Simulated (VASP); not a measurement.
# Rh in VASP: a series of runs, part 2 of 2

VASP 6.6.1. Earlier steps stand in the parts before.

### Step 3. Single point, PBEsol (strain +0.050 along x and y, +0.050 along z)

File INCAR:

```
PREC     = Accurate       # precision mode
ENCUT    = 520            # plane-wave cutoff, eV
EDIFF    = 1E-6           # SCF threshold, eV
ISMEAR   = 0              # smearing method
SIGMA    = 0.15           # smearing width, eV
LREAL    = F              # projectors in reciprocal space
LASPH    = T              # aspherical terms in the spheres
NELM     = 100            # most SCF steps
ALGO     = Normal         # electronic algorithm
ISIF     = 2              # what is computed and relaxed
LWAVE    = F              # write WAVECAR
LCHARG   = F              # write CHGCAR
GGA      = PS             # functional
NBANDS   = 14             # bands
```

File KPOINTS:

```
regular mesh
0
Gamma
  22 22 22
```

File POSCAR:

```
Rh
1.0
    0.0000000000      1.9966275000      1.9966275000
    1.9966275000      0.0000000000      1.9966275000
    1.9966275000      1.9966275000      0.0000000000
Rh
1
Direct
    0.0000000000      0.0000000000      0.0000000000
```

Potentials or basis: VASP PAW PBE potentials, release 64 (Rh_pv).

Started as:

```sh
$ cat potpaw_PBE.64/Rh_pv/POTCAR > POTCAR
$ mpirun -np 1 vasp_std > vasp.out
```

OUTCAR:

```text
PREC = Accurate
   ENCUT = 520
   EDIFF = 1E-6
   ISMEAR = 0
   LREAL = F
   LASPH = T
   NELM = 100
   ISIF = 2
   GGA = PS

 ion  position               nearest neighbor table
   1  0.000  0.000  0.000-

  LATTYP: Found a face centered cubic cell.
 ALAT       =     3.9932550000

  Lattice vectors:

 A1 = (   0.0000000000,   1.9966275000,   1.9966275000)
 A2 = (   1.9966275000,   0.0000000000,   1.9966275000)
 A3 = (   1.9966275000,   1.9966275000,   0.0000000000)

Analysis of symmetry for initial positions (statically):
=====================================================================
 Subroutine PRICEL returns:
 Original cell was already a primitive cell.

 Routine SETGRP: Setting up the symmetry group for a
 face centered cubic supercell.

 Subroutine GETGRP returns: Found 48 space group operations
 (whereof 48 operations were pure point group operations)
 out of a pool of 48 trial point group operations.

The static configuration has the point symmetry O_h .

Analysis of symmetry for dynamics (positions and initial velocities):
=====================================================================
 Subroutine PRICEL returns:
 Original cell was already a primitive cell.

 Routine SETGRP: Setting up the symmetry group for a
 face centered cubic supercell.

 Subroutine GETGRP returns: Found 48 space group operations
 (whereof 48 operations were pure point group operations)
 out of a pool of 48 trial point group operations.

The dynamic configuration has the point symmetry O_h .

 Subroutine INISYM returns: Found 48 space group operations
 (whereof 48 operations are pure point group operations),
 and found     1 'primitive' translations

----------------------------------------------------------------------------------------

                                     Primitive cell

  volume of cell :      15.9192

  direct lattice vectors                    reciprocal lattice vectors
[... 108 lines left out ...]
  Thomas-Fermi vector in A             =   2.701384
   LORBIT       =      0    0 simple, 1 ext, 2 COOP (PROOUT), +10 PAW based schemes
   GGA     = PS    functional components
   LHFCALC =     F    Hartree Fock is set to
   AEXX    =    0.0000 exact exchange contribution
   IVDW    =     0    specifies the selected vdW correction
   LEPSILON=     F    determine dielectric tensor
   LRPA    =     F    only Hartree local field effects (RPA)
 non-spin polarized calculation
 Gauss-broadening in eV      SIGMA  =   0.15
  energy-cutoff  :      520.00
  volume of cell :       15.92
 maximum number of plane-waves:       444
 NGX is ok and might be reduce to    24
   NGX = 11   NGY = 11   NGZ = 11

 number of electron      15.0000001 magnetization

 Free energy of the ion-electron system (eV)
  ---------------------------------------------------
  ext. energy  EPLUGINS =         0.00000000
  ---------------------------------------------------
  free energy    TOTEN  =        -7.86343830 eV

  energy without entropy =       -7.84417205  energy(sigma->0) =       -7.85380517

 E-fermi :   9.2493     XC(G=0): -13.2942

 val. band max:        9.2479206426   @ k =   0.3636   0.0000   0.0000
 cond. band min:       9.2499428581   @ k =   0.3182   0.2273   0.0000
 fundamental gap:      0.0020222154
 Fermi energy:         9.2493339512

 k-point     1 :       0.0000    0.0000    0.0000
  band No.  band energies     occupation
      1     -36.8337      2.00000
      2     -36.8337      2.00000
      3     -36.8337      2.00000
      4       2.2562      2.00000
      5       6.7911      2.00000
      6       6.7911      2.00000
      7       6.7911      2.00000
      8       8.4649      2.00000
      9       8.4649      2.00000
     10      25.1933      0.00000
     11      29.8315      0.00000
     12      29.8315      0.00000
     13      29.8315      0.00000
     14      30.0494      0.00000
[... 377 lines left out ...]
      1     -37.2648      2.00000
      2     -36.9029      2.00000
      3     -36.8962      2.00000
      4       4.2791      2.00000
      5       6.7171      2.00000
      6       6.7953      2.00000
      7       9.1093      1.81328
      8       9.6222      0.00044
      9      10.6088      0.00000
     10      16.6531      0.00000
     11      24.7420      0.00000
     12      28.7067      0.00000
     13      29.1663      0.00000
     14      30.0514      0.00000

 [... further k-points ...]
[... 5 lines left out ...]
  --------------------------------------------------------------------------------------
  -------------------------------------------------------------------------------------
  Total       -3.1465863     -3.1465863     -3.1465863      0.0000000      0.0000000      0.0000000
  in kB     -316.6861649   -316.6861649   -316.6861649      0.0000000      0.0000000      0.0000000
  external PRESSURE =    -316.6861649 kB  Pullay stress =       0.0000000 kB

 VOLUME and BASIS-vectors are now :
 -----------------------------------------------------------------------------
  energy-cutoff  :      520.00
  volume of cell :       15.92
      direct lattice vectors                 reciprocal lattice vectors
     0.000000000  1.996627500  1.996627500    -0.250422275  0.250422275  0.250422275
     1.996627500  0.000000000  1.996627500     0.250422275 -0.250422275  0.250422275
     1.996627500  1.996627500  0.000000000     0.250422275  0.250422275 -0.250422275

 POSITION                                       TOTAL-FORCE (eV/Angst)
 -----------------------------------------------------------------------------------
      0.00000      0.00000      0.00000         0.000000      0.000000      0.000000
 -----------------------------------------------------------------------------------
    total drift:                                0.000000      0.000000      0.000000

  FREE ENERGIE OF THE ION-ELECTRON SYSTEM (eV)
  ---------------------------------------------------
  free  energy   TOTEN  =        -7.8634382959 eV

  energy  without entropy=       -7.8441720510  energy(sigma->0) =       -7.85380517
```

It took 42 s on 1 thread of Intel Xeon 6975P-C, shared host; peak memory 0.19 GiB.

What came out:

- Free energy: -7.8634 eV
- Pressure: -31.7 GPa

Levels at points of the mesh, in eV from the Fermi level:
```tsv
k point	band 5	band 6	band 7	band 8	band 9	band 10
(0.00, 0.00, 0.00)	-2.46	-2.46	-2.46	-0.78	-0.78	15.94
(0.50, 0.00, 0.00)	-2.50	-2.50	0.44	0.44	0.85	7.22
(0.50, 0.50, 0.00)	-4.77	0.43	0.76	0.76	3.06	10.50
```

Caveat: the cell differs from its parent crystal (strain +0.050 along x and y, +0.050 along z); the PAW data sets were made with another functional, which shifts forces and pressure a little.

### Step 4. Single point, PBEsol (strain -0.050 along x and y, +0.000 along z)

File INCAR:

```
SYSTEM = Rh
ALGO = Fast
EDIFF = 1E-7
ENCUT = 520
GGA = PS
ISIF = 2
ISMEAR = 0
LASPH = .TRUE.
LCHARG = .FALSE.
LREAL = .FALSE.
LWAVE = .FALSE.
NBANDS = 14
NELM = 100
PREC = Accurate
SIGMA = 0.15
```

File KPOINTS:

```
k-points
0
G
  22 22 22
  0 0 0
```

File POSCAR:

```
Rh
1.0
    0.0000000000      1.8064725000      1.9015500000
    1.8064725000      0.0000000000      1.9015500000
    1.8064725000      1.8064725000      0.0000000000
Rh
1
Direct
    0.0000000000      0.0000000000      0.0000000000
```

Started as:

```sh
$ cat potpaw_PBE.64/Rh_pv/POTCAR > POTCAR
$ mpirun -np 1 vasp_std > vasp.out
```

Run time: 1.9 min. Hardware: 1 thread of Intel Xeon 6975P-C, shared host; peak memory 0.24 GiB.

It converged, with:

```yaml
Free_energy: -8.0248 eV
Pressure: 31.4 GPa
```

Stress tensor (GPa, compression positive):
```
37.26  0.00  0.00
 0.00 37.26  0.00
 0.00  0.00 19.68
```

Levels at points of the mesh, in eV from the Fermi level:
| k point | band 4 | band 5 | band 6 | band 7 | band 8 | band 9 | band 10 | band 11 |
| --- | --- | --- | --- | --- | --- | --- | --- | --- |
| (0.00, 0.00, 0.00) | -8.83 | -4.05 | -3.39 | -3.39 | -1.57 | -0.75 | 15.85 | 20.09 |
| (0.50, 0.00, 0.00) | -7.08 | -4.04 | -3.38 | 0.55 | 0.57 | 0.86 | 9.74 | 15.31 |
| (0.50, 0.50, 0.00) | -7.35 | -6.94 | 0.74 | 1.16 | 1.16 | 2.58 | 12.62 | 14.50 |
| (0.50, 0.00, 0.50) | -7.40 | -6.96 | 0.63 | 0.90 | 1.51 | 3.75 | 13.18 | 13.92 |

Caveat: the cell differs from its parent crystal (strain -0.050 along x and y, +0.000 along z); the PAW data sets were made with another functional, which shifts forces and pressure a little.

### Step 5. Overview

| cell | gap on the mesh (eV) | pressure (GPa) |
| --- | --- | --- |
| a = 2.756 Å, angles 60.0°, 1 atom | none | -21.5 |
| a = 2.824 Å, angles 60.0°, 1 atom | none | -31.7 |
| a = 2.623, b = 2.623, c = 2.555 Å, angles 60.9, 60.9, 58.3°, 1 atom | none | 31.4 |

Alike in all rows: task single point; level PBEsol; potentials or basis VASP PAW PBE potentials, release 64 (Rh_pv); no spin polarisation; k mesh 22 × 22 × 22; cutoff (eV) 520; smearing gaussian 0.15 eV.

Caveats: the PAW data sets were made with another functional, which shifts forces and pressure a little.

Total energies depend on the potentials used, so only differences within one code and one set of settings carry meaning.
